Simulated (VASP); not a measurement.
# Ta (P6_3/mmc) in VASP: single point with r2SCAN

Aim: the single point of Ta with r2SCAN.

Program: VASP 6.6.1. These are calculated values, not measurements. Logs are shortened: lines on timing, memory, paths and dates and some standing lists are left out, and cuts for length are marked.

### Step 1. The cell of the first run

The structure is hexagonal, space group P6_3/mmc (No. 194). The conventional cell has a = 2.957 Å, b = 2.957 Å, c = 5.268 Å, α = 90.00°, β = 90.00°, γ = 120.00°. Ta (site symmetry -6m2) has 12 Ta at 2.96 to 3.14 Å within 3.9 Å.

This isn't the form of Ta at room conditions, which is bcc.

### Step 2. Single point, r2SCAN

Contents of POSCAR:

```
Ta
1.0
    2.9572565550      0.0000000000      0.0000000000
   -1.4786282775      2.5610593022      0.0000000000
    0.0000000000      0.0000000000      5.2675992145
Ta
2
Direct
    0.3333333333      0.6666666667      0.2500000000
    0.6666666667      0.3333333333      0.7500000000
```

Contents of INCAR.step1:

```
SYSTEM = Ta
PREC     = Accurate       ! precision mode
ENCUT    = 550            ! plane-wave cutoff, eV
ISMEAR   = -1             ! smearing method
SIGMA    = 0.05           ! smearing width, eV
LREAL    = .False.        ! projectors in reciprocal space
LASPH    = .True.         ! aspherical terms in the spheres
NELM     = 120            ! most SCF steps
NBANDS   = 20             ! bands
GGA      = PE             ! functional
ALGO     = Normal         ! electronic algorithm
EDIFF    = 1E-5           ! SCF threshold, eV
LWAVE    = .True.         ! write WAVECAR
LCHARG   = .False.        ! write CHGCAR
GGA_COMPAT= .False.
```

Contents of INCAR.step2:

```
SYSTEM = Ta
PREC     = Accurate       ! precision mode
ENCUT    = 550            ! plane-wave cutoff, eV
EDIFF    = 1E-6           ! SCF threshold, eV
ISMEAR   = -1             ! smearing method
SIGMA    = 0.05           ! smearing width, eV
LREAL    = .False.        ! projectors in reciprocal space
LASPH    = .True.         ! aspherical terms in the spheres
NELM     = 120            ! most SCF steps
ALGO     = Normal         ! electronic algorithm
ISIF     = 2              ! what is computed and relaxed
LWAVE    = .False.        ! write WAVECAR
LCHARG   = .False.        ! write CHGCAR
METAGGA  = R2SCAN         ! meta-GGA
LMIXTAU  = .True.       
NBANDS   = 20             ! bands
ISTART   = 1            
GGA_COMPAT= .False.
```

Contents of KPOINTS:

```
regular mesh
0
Gamma
  11 11 5
  0 0 0
```

Potentials or basis: VASP PAW PBE potentials, release 64 (Ta_sv_GW).

Command:

```sh
cat potpaw_PBE.64/Ta_sv_GW/POTCAR > POTCAR
cp INCAR.step1 INCAR
mpirun -np 1 vasp_std > vasp.out
cp INCAR.step2 INCAR
mpirun -np 1 vasp_std > vasp.out
```

OUTCAR:

```text
SYSTEM = Ta
   PREC = Accurate
   ENCUT = 550
   EDIFF = 1E-6
   ISMEAR = -1
   LREAL = .False.
   LASPH = .True.
   NELM = 120
   ISIF = 2
   METAGGA = R2SCAN
   ISTART = 1

 ion  position               nearest neighbor table
   1  0.333  0.667  0.250-   2 3.14   2 3.14   2 3.14   2 3.14   2 3.14   2 3.14
   2  0.667  0.333  0.750-   1 3.14   1 3.14   1 3.14   1 3.14   1 3.14   1 3.14

  LATTYP: Found a hexagonal cell.
 ALAT       =     2.9572565550
 C/A-ratio  =     1.7812452577

  Lattice vectors:

 A1 = (   2.9572565550,   0.0000000000,   0.0000000000)
 A2 = (  -1.4786282775,   2.5610593022,   0.0000000000)
 A3 = (   0.0000000000,   0.0000000000,   5.2675992145)

Analysis of symmetry for initial positions (statically):
=====================================================================
 Subroutine PRICEL returns:
 Original cell was already a primitive cell.

 Routine SETGRP: Setting up the symmetry group for a
 hexagonal supercell.

 Subroutine GETGRP returns: Found 24 space group operations
 (whereof 12 operations were pure point group operations)
 out of a pool of 24 trial point group operations.

The static configuration has the point symmetry D_3d.
 The point group associated with its full space group is D_6h.

Analysis of symmetry for dynamics (positions and initial velocities):
=====================================================================
 Subroutine PRICEL returns:
 Original cell was already a primitive cell.

 Routine SETGRP: Setting up the symmetry group for a
 hexagonal supercell.

 Subroutine GETGRP returns: Found 24 space group operations
 (whereof 12 operations were pure point group operations)
 out of a pool of 24 trial point group operations.

The dynamic configuration has the point symmetry D_3d.
 The point group associated with its full space group is D_6h.

 Subroutine INISYM returns: Found 24 space group operations
 (whereof 12 operations are pure point group operations),
 and found     1 'primitive' translations

----------------------------------------------------------------------------------------

[... 82 lines left out ...]
 SYSTEM =  Ta
   PREC   = accura    normal or accurate (medium, high low for compatibility)
   ISTART =      1    job   : 0-new  1-cont  2-samecut
   ICHARG =      0    charge: 1-file 2-atom 10-const
   ISPIN  =      1    spin polarized calculation?
   LNONCOLLINEAR =      F non collinear calculations
   LSORBIT =      F    spin-orbit coupling
   LASPH  =      T    aspherical Exc in radial PAW
   ENCUT  =  550.0 eV  40.42 Ry    6.36 a.u.   5.65  5.65 10.07*2*pi/ulx,y,z
   NELM   =    120;   NELMIN=  2; NELMDL=  0     # of ELM steps
   EDIFF  = 0.1E-05   stopping-criterion for ELM
   LREAL  =      F    real-space projection
   EDIFFG = 0.1E-04   stopping-criterion for IOM
   NSW    =      0    number of steps for IOM
   IBRION =     -1    ionic relax: 0-MD 1-quasi-New 2-CG
   NFREE  =      0    steps in history (QN), initial steepest desc. (CG)
   ISIF   =      2    stress and relaxation
   ISYM   =      2    0-nonsym 1-usesym 2-fastsym
   POTIM  = 0.5000    time-step for ionic-motion
   TEBEG  =    0.0;   TEEND  =   0.0 temperature during run
   PSTRESS=    0.0 pullay stress
   NELECT =      26.0000    total number of electrons
   NUPDOWN=      -1.0000    fix difference up-down
   EMIN   =  10.00;   EMAX   =-10.00  energy-range for DOS
   EFERMI =   0.00;   METHOD = LEGACY
   ISMEAR =    -1;   SIGMA  =   0.05  broadening in eV -4-tet -1-fermi 0-gaus
   EFERMI_NEDOS =   21; number of points for ismear=-14 and -15
   IALGO  =     38    algorithm
   IMIX   =      4    mixing-type and parameters
     AMIX     =   0.40;   BMIX     =  1.00
     AMIX_MAG =   1.60;   BMIX_MAG =  1.00
  volume/ion in A,a.u.               =      19.95       134.61
  Fermi-wavevector in a.u.,A,eV,Ry     =   1.419359  2.682199 27.410012  2.014579
  Thomas-Fermi vector in A             =   2.540388
   LORBIT       =      0    0 simple, 1 ext, 2 COOP (PROOUT), +10 PAW based schemes
   METAGGA = R2SCAN    functional components
   LHFCALC =     F    Hartree Fock is set to
   AEXX    =    0.0000 exact exchange contribution
   IVDW    =     0    specifies the selected vdW correction
   LEPSILON=     F    determine dielectric tensor
   LRPA    =     F    only Hartree local field effects (RPA)
 non-spin polarized calculation
  energy-cutoff  :      550.00
  volume of cell :       39.90
 maximum number of plane-waves:      1180
 NGX is ok and might be reduce to    24
   NGX = 11   NGY = 11   NGZ = 21

 number of electron      26.0000001 magnetization

 Free energy of the ion-electron system (eV)
  ---------------------------------------------------
  ext. energy  EPLUGINS =         0.00000000
  ---------------------------------------------------
  free energy    TOTEN  =      -101.44047715 eV

  energy without entropy =     -101.41957772  energy(sigma->0) =     -101.43002744

 E-fermi :   9.5146     XC(G=0): -13.5039

 val. band max:        9.5064844169   @ k =   0.2727   0.0909   0.4000
 cond. band min:       9.5371494266   @ k =   0.3636   0.1818   0.2000
 fundamental gap:      0.0306650098
 Fermi energy:         9.5145541750

 k-point     1 :       0.0000    0.0000    0.0000
  band No.  band energies     occupation
      1     -60.2609      2.00000
      2     -60.2124      2.00000
      3     -26.3379      2.00000
      4     -25.6443      2.00000
      5     -25.5312      2.00000
      6     -25.5312      2.00000
[... 541 lines left out ...]
     19      14.5224      0.00000
     20      16.0428      0.00000

 [... further k-points ...]

------------------------ aborting loop because EDIFF is reached ----------------------------------------

  FORCE on cell =-STRESS in cart. coord.  units (eV):
  Direction    XX          YY          ZZ          XY          YZ          ZX
  --------------------------------------------------------------------------------------
  -------------------------------------------------------------------------------------
  Total       -3.6309135     -3.6309135     -3.2144402     -0.0000000      0.0000000     -0.0000000
  in kB     -145.8159824   -145.8159824   -129.0905853     -0.0000000      0.0000000     -0.0000000
  external PRESSURE =    -140.2408500 kB  Pullay stress =       0.0000000 kB

 VOLUME and BASIS-vectors are now :
 -----------------------------------------------------------------------------
  energy-cutoff  :      550.00
  volume of cell :       39.90
      direct lattice vectors                 reciprocal lattice vectors
     2.957256555  0.000000000  0.000000000     0.338151250  0.195231715  0.000000000
    -1.478628277  2.561059302  0.000000000     0.000000000  0.390463430  0.000000000
     0.000000000  0.000000000  5.267599214     0.000000000  0.000000000  0.189839804

 POSITION                                       TOTAL-FORCE (eV/Angst)
 -----------------------------------------------------------------------------------
     -0.00000      1.70737      1.31690        -0.000000      0.000000      0.000000
      1.47863      0.85369      3.95070         0.000000     -0.000000      0.000000
 -----------------------------------------------------------------------------------
    total drift:                               -0.000000      0.000000     -0.000000

  FREE ENERGIE OF THE ION-ELECTRON SYSTEM (eV)
  ---------------------------------------------------
  free  energy   TOTEN  =      -101.4404771543 eV

  energy  without entropy=     -101.4195777210  energy(sigma->0) =     -101.43002744
```

OUTCAR.step1:

```text
SYSTEM = Ta
   PREC = Accurate
   ENCUT = 550
   ISMEAR = -1
   LREAL = .False.
   LASPH = .True.
[... 776 lines left out ...]
     -0.00000      1.70737      1.31690         0.000000      0.000000      0.000000
      1.47863      0.85369      3.95070        -0.000000     -0.000000      0.000000
 -----------------------------------------------------------------------------------
    total drift:                               -0.000000      0.000000     -0.000000

  FREE ENERGIE OF THE ION-ELECTRON SYSTEM (eV)
  ---------------------------------------------------
  free  energy   TOTEN  =       -27.9916206800 eV

  energy  without entropy=      -27.9700763169  energy(sigma->0) =      -27.98084850
```

It took 1.7 min on 1 thread of AMD EPYC 9R45 (Zen 5), shared host; peak memory 0.16 GiB.

Results:

| Item | Value |
| --- | --- |
| Free energy | -101.4405 eV |
| Pressure | -14.0 GPa |
| Band gap on the k mesh | zero (bands 13 and 14 overlap by 1.38 eV) |

Caveat: the cell stands under tension; the PAW data sets were made with another functional, which shifts forces and pressure a little; spin-orbit coupling is left out, which moves the levels of the heavy elements.

The gap in the log of VASP goes by the Fermi energy; the results here count the filled bands.